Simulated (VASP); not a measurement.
Set up this calculation in VASP 6.6.1, as the native input.

```
Task                   : single point
Functional             : PBE
Potentials or basis    : VASP PAW PBE potentials, release 64 (Mg, Zn, Te, S)
Cutoff                 : 520 eV
k mesh                 : 4 × 4 × 4
Occupations            : gaussian, width 0.1 eV
Spin                   : no spin polarisation
Dipole correction      : no
Further INCAR settings : ALGO = Normal; EDIFF = 1e-06; NBANDS = 31
```

The structure of MgZn2TeS2 lies in POSCAR:

```
MgZn2TeS2
1.0
    4.4396019400      0.0000000000      0.0000000000
    0.0000000000      4.4396019400      0.0000000000
    0.0000000000      0.0000000000      5.6454467100
Mg Zn Te S
1 2 1 2
Direct
    0.0000000000      0.0000000000      0.5000000000
    0.5000000000      0.5000000000      0.7211725700
    0.5000000000      0.5000000000      0.2788274300
    0.0000000000      0.0000000000      0.0000000000
    0.5000000000      0.0000000000      0.0000000000
    0.0000000000      0.5000000000      0.0000000000
```

The cell was built from a structure type or drawn by symmetry, and may not be a known phase.

These files were run (other wordings do the same):

INCAR

```
ALGO     = Normal         # electronic algorithm
EDIFF    = 1E-6           # SCF threshold, eV
ENCUT    = 520            # plane-wave cutoff, eV
GGA      = PE             # functional
ISIF     = 2              # what is computed and relaxed
ISMEAR   = 0              # smearing method
LASPH    = True           # aspherical terms in the spheres
LCHARG   = False          # write CHGCAR
LREAL    = False          # projectors in reciprocal space
LWAVE    = False          # write WAVECAR
NBANDS   = 31             # bands
NELM     = 60             # most SCF steps
PREC     = Accurate       # precision mode
SIGMA    = 0.1            # smearing width, eV
```

KPOINTS

```
k-points
0
Gamma
  4 4 4
```

Potentials or basis: VASP PAW PBE potentials, release 64 (Mg, Zn, Te, S).

Run with:

```console
$ cat potpaw_PBE.64/Mg/POTCAR potpaw_PBE.64/Zn/POTCAR potpaw_PBE.64/Te/POTCAR potpaw_PBE.64/S/POTCAR > POTCAR
$ mpirun -np 1 vasp_std > vasp.out
```

It gave:

| Property | Result |
| --- | --- |
| Pressure | 30.4 GPa |
| Largest force | 0.280 eV/Å |
| Band gap on the k mesh | zero (bands 22 and 23 overlap by 1.43 eV) |

Caveat: the cell stands under pressure; spin-orbit coupling is left out, which moves the levels of the heavy elements.

Wall time 32 s on 1 thread of Intel(R) Xeon(R) Platinum 8488C (Sapphire Rapids) (shared host), peak memory 0.26 GiB.
